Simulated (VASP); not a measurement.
# AlN (P6_3mc) in VASP: further runs, part 2 of 3

VASP 6.6.1. Earlier steps stand in the parts before.

**3. Single point, r2SCAN+rVV10**

This run uses another cell than the first one, of 10.37 Å³/atom, 0.995 times its volume.

Contents of POSCAR:

```
AlN
1.0
    3.1034207868      0.0000000000      0.0000000000
   -1.5517103934      2.6876412400      0.0000000000
    0.0000000000      0.0000000000      4.9716951368
Al N
2 2
Direct
    0.3333333333      0.6666666667     -0.0008545890
    0.6666666667      0.3333333333      0.4991454110
    0.3333333333      0.6666666667      0.3808545890
    0.6666666667      0.3333333333      0.8808545890
```

Contents of INCAR.step1:

```
PREC = Accurate ; ENCUT = 520
ISMEAR = 0 ; SIGMA = 0.01
LREAL = F ; LASPH = T
NELM = 80 ; NBANDS = 16
GGA = PE ; ALGO = Normal
EDIFF = 1E-4 ; LWAVE = T
LCHARG = F
```

Contents of INCAR.step2:

```
PREC = Accurate ; ENCUT = 520
EDIFF = 1E-7 ; ISMEAR = 0
SIGMA = 0.01 ; LREAL = F
LASPH = T ; NELM = 80
ALGO = Normal ; ISIF = 2
LWAVE = F ; LCHARG = T
METAGGA = R2SCAN ; LMIXTAU = T
LUSE_VDW = T ; IVDW_NL = 2
BPARAM = 11.95 ; CPARAM = 0.0093
LELF = T ; LVHAR = T
NBANDS = 16 ; ISTART = 1
```

Contents of KPOINTS:

```
regular mesh
0
Gamma
  6 6 4
```

Potentials or basis: VASP PAW PBE potentials, release 64 (Al, N).

Command:

```
cat potpaw_PBE.64/Al/POTCAR potpaw_PBE.64/N/POTCAR > POTCAR
cp INCAR.step1 INCAR
mpirun -np 1 vasp_std > vasp.out
cp INCAR.step2 INCAR
mpirun -np 1 vasp_std > vasp.out
```

Run time: 75 s. Hardware: 1 thread of Intel Xeon Platinum 8559C (Emerald Rapids), shared host; peak memory 0.26 GiB.

Results (log left out):

```
Free energy            : -38.0823 eV
Pressure               : -0.3 GPa
Band gap on the k mesh : 4.91 eV, direct
```

Levels at points of the mesh, in eV from the valence-band top:
```
           k point  band 5  band 6  band 7  band 8  band 9  band 10  band 11  band 12
(0.00, 0.00, 0.00)   -0.89   -0.23   -0.23    0.00    4.91     7.53    11.61    12.04
(0.50, 0.00, 0.00)   -3.41   -2.15   -1.78   -0.71    6.42     6.53     9.05    11.25
(0.00, 0.00, 0.50)   -0.57   -0.57   -0.57   -0.57    7.25     7.25    11.31    11.31
(0.50, 0.00, 0.50)   -1.51   -1.51   -1.40   -1.40    5.97     5.97    10.14    10.14
```

Caveat: the PAW data sets were made with another functional, which shifts forces and pressure a little.

**4. Single point, r2SCAN**

Contents of POSCAR:

```
AlN
1.0
    3.1068231449      0.0000000000      0.0000000000
   -1.5534115725      2.6905877686      0.0000000000
    0.0000000000      0.0000000000      4.9781460845
Al N
2 2
Direct
    0.3333333333      0.6666666667     -0.0008229128
    0.6666666667      0.3333333333      0.4991770872
    0.3333333333      0.6666666667      0.3808229128
    0.6666666667      0.3333333333      0.8808229128
```

Contents of INCAR.step1:

```
SYSTEM = AlN
PREC = Accurate ; ENCUT = 520
ISMEAR = 0 ; SIGMA = 0.01
LREAL = .FALSE. ; LASPH = .TRUE.
NELM = 100 ; NBANDS = 16
GGA = PE ; ALGO = Normal
EDIFF = 1E-4 ; LWAVE = .TRUE.
LCHARG = .FALSE.
```

Contents of INCAR.step2:

```
SYSTEM = AlN
PREC = Accurate ; ENCUT = 520
EDIFF = 1E-6 ; ISMEAR = 0
SIGMA = 0.01 ; LREAL = .FALSE.
LASPH = .TRUE. ; NELM = 100
ALGO = Normal ; ISIF = 2
LWAVE = .FALSE. ; LCHARG = .TRUE.
METAGGA = R2SCAN ; LMIXTAU = .TRUE.
LELF = .TRUE. ; LVHAR = .TRUE.
NBANDS = 16 ; ISTART = 1
```

Contents of KPOINTS:

```
Automatic mesh
0
G
  6 6 4
  0 0 0
```

Command:

```
cat potpaw_PBE.64/Al/POTCAR potpaw_PBE.64/N/POTCAR > POTCAR
cp INCAR.step1 INCAR
mpirun -np 1 vasp_std > vasp.out
cp INCAR.step2 INCAR
mpirun -np 1 vasp_std > vasp.out
```

Wall time 27 s (1 thread of Intel Xeon Platinum 8559C (Emerald Rapids), shared host); peak memory 0.16 GiB.

The run converged. Its results:

```
Free energy            : -38.4554 eV
Pressure               : -0.4 GPa
Band gap on the k mesh : 4.92 eV, direct
```

Forces in eV/Å, atoms in the order of the input:
```
Al   0.000  0.000 -0.002
Al   0.000  0.000 -0.002
N    0.000  0.000  0.002
N    0.000  0.000  0.002
```

Levels at points of the mesh, in eV from the valence-band top:
```
           k point  band 5  band 6  band 7  band 8  band 9  band 10  band 11  band 12
(0.00, 0.00, 0.00)   -0.89   -0.23   -0.23    0.00    4.92     7.54    11.62    12.04
(0.50, 0.00, 0.00)   -3.39   -2.14   -1.77   -0.71    6.45     6.56     9.05    11.26
(0.00, 0.00, 0.50)   -0.57   -0.57   -0.57   -0.57    7.26     7.26    11.31    11.31
(0.50, 0.00, 0.50)   -1.50   -1.50   -1.39   -1.39    6.00     6.00    10.15    10.15
```

Caveat: the PAW data sets were made with another functional, which shifts forces and pressure a little.

**5. Relaxation of cell and atoms, PBE+D3(BJ)**

This run uses another cell than the first one, of 10.45 Å³/atom, 1.003 times its volume.

Contents of INCAR:

```
PREC = Accurate
ENCUT = 600
EDIFF = 1E-6
ISMEAR = 0
SIGMA = 0.01
LREAL = False
LASPH = True
NELM = 60
ALGO = Normal
ISIF = 3
LWAVE = False
LCHARG = False
GGA = PE
IVDW = 12
IBRION = 2
NSW = 80
EDIFFG = -0.01
```

Contents of KPOINTS:

```
Automatic mesh
0
Gamma
  6 6 4
```

Contents of POSCAR:

```
AlN
1.0
    3.1130000000      0.0000000000      0.0000000000
   -1.5565000000      2.6959400000      0.0000000000
    0.0000000000      0.0000000000      4.9810000000
Al N
2 2
Direct
    0.3333333333      0.6666666667      0.0000000000
    0.6666666667      0.3333333333      0.5000000000
    0.3333333333      0.6666666667      0.3800000000
    0.6666666667      0.3333333333      0.8800000000
```

Potentials or basis: VASP PAW PBE potentials, release 64 (Al, N).

Command:

```
cat potpaw_PBE.64/Al/POTCAR potpaw_PBE.64/N/POTCAR > POTCAR
mpirun -np 1 vasp_std > vasp.out
```

OUTCAR:

```text
PREC = Accurate
   ENCUT = 600
   EDIFF = 1E-6
   ISMEAR = 0
   LREAL = False
   LASPH = True
   NELM = 60
   ISIF = 3
   GGA = PE
   IVDW = 12
   IBRION = 2
   NSW = 80
   EDIFFG = -0.01
 IVDW          = 12

 ion  position               nearest neighbor table
   1  0.333  0.667  0.000-   3 1.89   4 1.89   4 1.89   4 1.89   2 3.07   2 3.07   2 3.07   2 3.07
                             2 3.07   2 3.07
   2  0.667  0.333  0.500-   4 1.89   3 1.89   3 1.89   3 1.89   1 3.07   1 3.07   1 3.07   1 3.07
                             1 3.07   1 3.07
   3  0.333  0.667  0.380-   1 1.89   2 1.89   2 1.89   2 1.89
   4  0.667  0.333  0.880-   2 1.89   1 1.89   1 1.89   1 1.89

  LATTYP: Found a hexagonal cell.
 ALAT       =     3.1130000000
 C/A-ratio  =     1.6000642467

[... 182 lines left out ...]
  free energy    TOTEN  =       -29.77302014 eV

  energy without entropy =      -29.77302014  energy(sigma->0) =      -29.77302014

------------------------ aborting loop because EDIFF is reached ----------------------------------------

 Edisp (eV)   -1.07330

 E8    (eV) :    -0.4192
[... 117 lines left out ...]
--------------------------------------- Ionic step        4  -------------------------------------------

 number of electron      15.9999999 magnetization

 Free energy of the ion-electron system (eV)
  ---------------------------------------------------
  ext. energy  EPLUGINS =         0.00000000
  ---------------------------------------------------
  free energy    TOTEN  =       -29.76932341 eV

  energy without entropy =      -29.76932341  energy(sigma->0) =      -29.76932341

 E-fermi :   6.2394     XC(G=0): -10.9287

 val. band max:        6.1909936890   @ k =   0.0000   0.0000   0.0000
 cond. band min:      10.4386401515   @ k =   0.0000   0.0000   0.0000
 fundamental gap:      4.2476464624
 Fermi energy:         6.2394474892

 k-point     1 :       0.0000    0.0000    0.0000
  band No.  band energies     occupation
      1      -9.0192      2.00000
      2      -6.8632      2.00000
      3       0.1787      2.00000
      4       5.3322      2.00000
      5       5.3322      2.00000
      6       5.9811      2.00000
      7       5.9811      2.00000
      8       6.1910      2.00000
      9      10.4386      0.00000
     10      12.8988      0.00000
     11      16.8371      0.00000
     12      17.3837      0.00000
[... 333 lines left out ...]
  FREE ENERGIE OF THE ION-ELECTRON SYSTEM (eV)
  ---------------------------------------------------
  free  energy   TOTEN  =       -30.8482037157 eV

  energy  without entropy=      -30.8482037157  energy(sigma->0) =      -30.84820372

 reached required accuracy - stopping structural energy minimisation
```

OSZICAR:

```text
N       E                     dE             d eps       ncg     rms          rms(c)
DAV:   1     0.553027780818E+02    0.55303E+02   -0.81279E+03   504   0.133E+03
DAV:   2    -0.299621097823E+02   -0.85265E+02   -0.78366E+02   708   0.247E+02
DAV:   3    -0.344799329309E+02   -0.45178E+01   -0.44977E+01   672   0.623E+01
DAV:   4    -0.345211721301E+02   -0.41239E-01   -0.41224E-01   572   0.648E+00
[... 26 lines left out ...]
       N       E                     dE             d eps       ncg     rms          rms(c)
DAV:   1    -0.297693741758E+02    0.42191E-03   -0.60439E-03   504   0.746E-01    0.420E-02
DAV:   2    -0.297693377183E+02    0.36458E-04   -0.67952E-05   616   0.802E-02    0.216E-02
DAV:   3    -0.297693243699E+02    0.13348E-04   -0.19381E-05   620   0.382E-02    0.536E-03
DAV:   4    -0.297693234080E+02    0.96194E-06   -0.24816E-06   396   0.150E-02
   4 F= -.30848204E+02 E0= -.30848204E+02  d E =-.869178E-04
```

It took 24 s on 1 thread of Intel Xeon Platinum 8559C (Emerald Rapids), shared host; peak memory 0.18 GiB.

What came out:

| Property | Result |
| --- | --- |
| Free energy | -30.8482 eV |
| Relaxed volume | 10.40 Å³/atom |
| Relaxed cell | a = 3.106 Å, b = 3.106 Å, c = 4.978 Å, α = 90.00°, β = 90.00°, γ = 120.00° |
| Space group after relaxing (to 0.05 Å) | P6_3mc (No. 186) |
| Energy gained by relaxing | 0.5 meV/atom |
| Ionic steps | 4 |
| Pressure after relaxing | 0.1 GPa |
| Largest force after relaxing | 0.009 eV/Å |
| Band gap on the k mesh | 4.25 eV, direct |
| Dispersion energy per atom | -0.270 eV |

Forces on the atoms (eV/Å):
```
Al   0.000  0.000 -0.009
Al   0.000  0.000 -0.009
N    0.000  0.000  0.009
N    0.000  0.000  0.009
```

The path:
```tsv
step	energy change (eV)	largest force (eV/Å)	pressure (GPa)	volume (Å³)
1	0.0000	0.1293	-0.91	41.80
2	-0.0003	0.0919	0.84	41.45
3	-0.0018	0.0124	-0.04	41.61
4	-0.0019	0.0094	0.05	41.59
```

Final structure:
```yaml
crystal:
  lattice:
    - [3.10613, 0.00000, 0.00000]
    - [-1.55307, 2.68999, 0.00000]
    - [0.00000, 0.00000, 4.97802]
  atoms:
    - { symbol: Al, position: [0.33333, 0.66667, 0.99921] }
    - { symbol: Al, position: [0.66667, 0.33333, 0.49921] }
    - { symbol: N, position: [0.33333, 0.66667, 0.38079] }
    - { symbol: N, position: [0.66667, 0.33333, 0.88079] }
```

Levels at points of the mesh, in eV from the valence-band top:
```csv
k point,band 4,band 5,band 6,band 7,band 8,band 9,band 10,band 11,band 12
"(0.00, 0.00, 0.00)",-0.86,-0.86,-0.21,-0.21,0.00,4.25,6.71,10.65,11.19
"(0.50, 0.00, 0.00)",-4.18,-3.35,-2.09,-1.78,-0.69,5.81,5.84,8.22,10.31
"(0.00, 0.00, 0.50)",-3.34,-0.54,-0.54,-0.54,-0.54,6.51,6.51,10.36,10.36
"(0.50, 0.00, 0.50)",-5.61,-1.47,-1.47,-1.37,-1.37,5.32,5.32,9.29,9.29
```

As with any semilocal functional, this PBE gap is likely too small.

**6. Relaxation of cell and atoms, r2SCAN**

This run uses another cell than the first one, of 10.45 Å³/atom, 1.003 times its volume.

POSCAR is that of step 5.

Contents of INCAR.step1:

```
SYSTEM = AlN
  PREC = Accurate
  ENCUT = 600
  ISMEAR = 0
  SIGMA = 0.01
  LREAL = .FALSE.
  LASPH = .TRUE.
  NELM = 100
  GGA = PE
  ALGO = Normal
  EDIFF = 1E-4
  LWAVE = .TRUE.
  LCHARG = .FALSE.
```

Contents of INCAR.step2:

```
SYSTEM = AlN
  PREC = Accurate
  ENCUT = 600
  EDIFF = 1E-7
  ISMEAR = 0
  SIGMA = 0.01
  LREAL = .FALSE.
  LASPH = .TRUE.
  NELM = 100
  ALGO = Normal
  ISIF = 3
  LWAVE = .FALSE.
  LCHARG = .FALSE.
  METAGGA = R2SCAN
  LMIXTAU = .TRUE.
  IBRION = 2
  NSW = 80
  EDIFFG = -0.01
  ISTART = 1
```

Contents of KPOINTS:

```
regular mesh
0
G
  6 6 4
  0 0 0
```

Potentials or basis: VASP PAW PBE potentials, release 64 (Al, N).

Command:

```
cat potpaw_PBE.64/Al/POTCAR potpaw_PBE.64/N/POTCAR > POTCAR
cp INCAR.step1 INCAR
mpirun -np 1 vasp_std > vasp.out
cp INCAR.step2 INCAR
mpirun -np 1 vasp_std > vasp.out
```

Wall time 2.9 min (1 thread of Intel Xeon Platinum 8559C (Emerald Rapids), shared host); peak memory 0.17 GiB.

The run converged. Its results:

| Quantity | Value |
| --- | --- |
| Free energy | -38.4549 eV |
| Relaxed volume | 10.39 Å³/atom |
| Relaxed cell | a = 3.105 Å, b = 3.105 Å, c = 4.977 Å, α = 90.00°, β = 90.00°, γ = 120.00° |
| Space group after relaxing (to 0.05 Å) | P6_3mc (No. 186) |
| Energy gained by relaxing | 0.6 meV/atom |
| Ionic steps | 5 |
| Pressure after relaxing | 0.0 GPa |
| Largest force after relaxing | 0.007 eV/Å |
| Band gap on the k mesh | 4.94 eV, direct |

Forces on the atoms (eV/Å):
```
Al   0.000  0.000 -0.007
Al   0.000  0.000 -0.007
N    0.000  0.000  0.007
N    0.000  0.000  0.007
```

Stress tensor (GPa, compression positive):
```
 0.06  0.00  0.00
 0.00  0.06  0.00
 0.00  0.00 -0.07
```

Step by step:
```csv
step,energy change (eV),largest force (eV/Å),pressure (GPa),volume (Å³)
1,0.0000,0.1260,-1.25,41.80
2,0.0001,0.0980,1.28,41.31
3,-0.0021,0.0153,-0.03,41.56
4,-0.0021,0.0128,0.00,41.55
5,-0.0022,0.0070,0.01,41.55
```

Final structure:
```
Al N
1.0
     3.10463    0.00000    0.00000
    -1.55231    2.68869    0.00000
     0.00000    0.00000    4.97747
Al N
2 2
Direct
  0.33333 0.66667 0.99926
  0.66667 0.33333 0.49926
  0.33333 0.66667 0.38074
  0.66667 0.33333 0.88074
```

Levels at points of the mesh, in eV from the valence-band top:
```tsv
k point	band 5	band 6	band 7	band 8	band 9	band 10	band 11	band 12
(0.00, 0.00, 0.00)	-0.88	-0.22	-0.22	0.00	4.94	7.56	11.63	12.06
(0.50, 0.00, 0.00)	-3.39	-2.13	-1.77	-0.70	6.45	6.57	9.07	11.27
(0.00, 0.00, 0.50)	-0.56	-0.56	-0.56	-0.56	7.28	7.28	11.33	11.33
(0.50, 0.00, 0.50)	-1.49	-1.49	-1.39	-1.39	6.01	6.01	10.16	10.16
```

Caveat: the PAW data sets were made with another functional, which shifts forces and pressure a little. r2SCAN opens gaps a little over a GGA but as a rule still falls short of measured ones.

(Continued in part 3 of 3.)
